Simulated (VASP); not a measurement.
The system is Mg.

```
Mg
1.0
     0.00000    3.15382    3.15382
     3.15382    0.00000    3.15382
     3.15382    3.15382    0.00000
Mg
2
Direct
  0.12500 0.12500 0.12500
  0.87500 0.87500 0.87500
```

This isn't the form of Mg at room conditions, which is hcp.

| Property | Result |
| --- | --- |
| Program | VASP 6.6.1 |
| Task | relaxation of cell and atoms |
| Functional | LDA |
| Potentials or basis | VASP PAW LDA potentials, release 64 (Mg_sv) |
| Cutoff | 840 eV |
| k mesh | 9 × 9 × 9 |
| Occupations | fermi-dirac, width 0.1 eV |
| Spin | no spin polarisation |

At the start: pressure 3.0 GPa; volume 31.37 Å³/atom.

Question: How do energy, volume and symmetry change on relaxing?

Answer: Over 4 steps the energy falls by 41.6 meV/atom and the volume is 36.41 Å³/atom (+16.1 %); space group Fd-3m (No. 227, to 0.1 Å) before and after.

The path:
```csv
step,energy change (eV),largest force (eV/Å),pressure (GPa),volume (Å³)
1,0.0000,0.0000,2.99,62.74
2,-0.0681,0.0000,1.11,68.20
3,-0.0825,0.0000,-0.21,73.79
4,-0.0832,0.0000,-0.01,72.81
```

Final structure:
```
CELL_PARAMETERS angstrom
0.00000 3.31432 3.31432
3.31432 0.00000 3.31432
3.31432 3.31432 0.00000
ATOMIC_POSITIONS crystal
Mg 0.12500 0.12500 0.12500
Mg 0.87500 0.87500 0.87500
```

Caveat: the volume moved by over 15 % at a fixed basis, so the end points are rough.
